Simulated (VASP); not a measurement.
## Sb: relaxation of cell and atoms with PBE

The system is Sb.

```
Sb
1.0
    -3.08334    3.08334    3.08334
     3.08334   -3.08334    3.08334
     3.08334    3.08334   -3.08334
Sb
4
Direct
  0.56179 0.00000 0.00000
  0.00000 0.56179 0.00000
  0.00000 0.00000 0.56179
  0.43821 0.43821 0.43821
```

```
Program                : VASP 6.6.1
Task                   : relaxation of cell and atoms
Functional             : PBE
Potentials or basis    : VASP PAW PBE potentials, release 64 (Sb)
Cutoff                 : 600 eV
k mesh                 : 10 × 10 × 10
Occupations            : gaussian, width 0.1 eV
Spin                   : no spin polarisation
Dipole correction      : no
Further INCAR settings : ALGO = Normal; EDIFF = 1e-07; IBRION = 2; EDIFFG = -0.01; NSW = 100; ISIF = 3
```

| Property | Result |
| --- | --- |
| Relaxed volume | 30.03 Å³/atom |
| Relaxed cell | a = 5.384 Å, b = 5.384 Å, c = 5.384 Å, α = 109.47°, β = 109.47°, γ = 109.47° |
| Space group after relaxing (to 0.05 Å) | Pm-3m (No. 221) |
| Energy gained by relaxing | 59.7 meV/atom |
| Ionic steps | 12 |
| Pressure after relaxing | 0.0 GPa |
| Band gap on the k mesh | zero (band 10 reaches 8.32 eV, above the bottom of band 11 at 6.26 eV) |

Step by step:
| step | energy change (eV) | largest force (eV/Å) | pressure (GPa) | volume (Å³) |
| --- | --- | --- | --- | --- |
| 1 | 0.0000 | 0.3447 | 0.65 | 117.25 |
| 2 | -0.0250 | 0.3347 | -0.27 | 119.29 |
| 3 | -0.0401 | 0.3196 | -1.53 | 122.44 |
| 4 | -0.0529 | 0.3105 | -1.47 | 122.34 |
| 5 | -0.0890 | 0.2829 | -1.28 | 122.04 |
| 6 | -0.1499 | 0.2189 | -0.88 | 121.44 |
| 7 | -0.2236 | 0.0913 | -0.11 | 120.25 |
| 8 | -0.1896 | 0.1472 | 0.91 | 117.89 |
| 9 | -0.2381 | 0.0020 | 0.35 | 119.38 |
| 10 | -0.2381 | 0.0082 | 0.32 | 119.44 |
| 11 | -0.2385 | 0.0043 | -0.23 | 120.63 |
| 12 | -0.2389 | 0.0010 | 0.00 | 120.14 |

Final structure:
```xyz
4
Lattice="-3.1084 3.1084 3.1084 3.1084 -3.1084 3.1084 3.1084 3.1084 -3.1084" Properties=species:S:1:pos:R:3 pbc="T T T"
Sb   -1.5547    1.5547    1.5547
Sb    1.5547   -1.5547    1.5547
Sb    1.5547    1.5547   -1.5547
Sb    1.5537    1.5537    1.5537
```

Levels at points of the mesh, in eV from the Fermi level:
```csv
k point,band 8,band 9,band 10,band 11,band 12,band 13
"(0.00, 0.00, 0.00)",-3.52,-3.52,-3.52,2.19,2.19,2.19
"(0.50, 0.00, 0.00)",-1.35,-0.92,-0.92,0.62,0.62,1.49
"(0.50, 0.50, 0.50)",-1.62,-1.62,-1.62,4.83,4.83,4.83
```

It took 13 min on 1 thread of AMD EPYC 7R43 64-Core Processor (Zen 3) (shared host), peak memory 0.32 GiB.

Caveat: spin-orbit coupling is left out, which moves the levels of the heavy elements.
